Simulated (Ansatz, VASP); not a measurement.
**Y: VASP beside Ansatz**

Contents of INCAR:

```
ALGO     = Normal         # electronic algorithm
EDIFF    = 1E-6           # SCF threshold, eV
ENCUT    = 520            # plane-wave cutoff, eV
GGA      = PE             # functional
ISIF     = 2              # what is computed and relaxed
ISMEAR   = 1              # smearing method
LASPH    = True           # aspherical terms in the spheres
LCHARG   = True           # write CHGCAR
LELF     = True           # ELF
LREAL    = False          # projectors in reciprocal space
LVHAR    = True         
LWAVE    = False          # write WAVECAR
NBANDS   = 18             # bands
NELM     = 60             # most SCF steps
PREC     = Accurate       # precision mode
SIGMA    = 0.1            # smearing width, eV
```

KPOINTS

```
k-points
0
Gamma
  9 9 5
```

The input POSCAR:

```
Y
1.0
    3.7421797607      0.0000000000      0.0000000000
   -1.8710898804      3.2408227406      0.0000000000
    0.0000000000      0.0000000000      5.8795128960
Y
2
Direct
    0.3333333333      0.6666666667      0.2500000000
    0.6666666667      0.3333333333      0.7500000000
```

Input for Ansatz:

```yaml
crystal:
  lattice:
    - [3.7421797607451506, 0.0, 0.0]
    - [-1.8710898803725753, 3.240822740628032, 0.0]
    - [0.0, 0.0, 5.879512896015288]
  atoms:
    - { symbol: "Y", position: [0.3333333333333333, 0.6666666666666666, 0.25] }
    - { symbol: "Y", position: [0.6666666666666666, 0.3333333333333333, 0.75] }
basis:
  ecutwfc: 420.0
kpoints:
  mp_grid:
    grid: [9, 9, 5]
scf:
  occupations:
    method: cold
output:
  stress: true
```

Alike in both runs: task single point; functional PBE; k mesh 9 × 9 × 5; no spin polarisation.

```csv
,VASP,Ansatz
version,VASP 6.6.1,Ansatz 0.2.0
potentials or method,"VASP PAW PBE potentials, release 64 (Y_sv), cutoff 520 eV","plane waves, PAW"
occupations,"methfessel-paxton of order 1, width 0.1 eV",cold
valence electrons in the cell,22,22
```

Ansatz gave:

| Quantity | Value |
| --- | --- |
| pressure (GPa) | -2.9 |
| traceless stress, the component that is largest in VASP (GPa) | -0.43 |

Q: Which values does VASP return?

A: Pressure (GPa): -3.0; traceless stress, the component that is largest in VASP (GPa): -0.37.
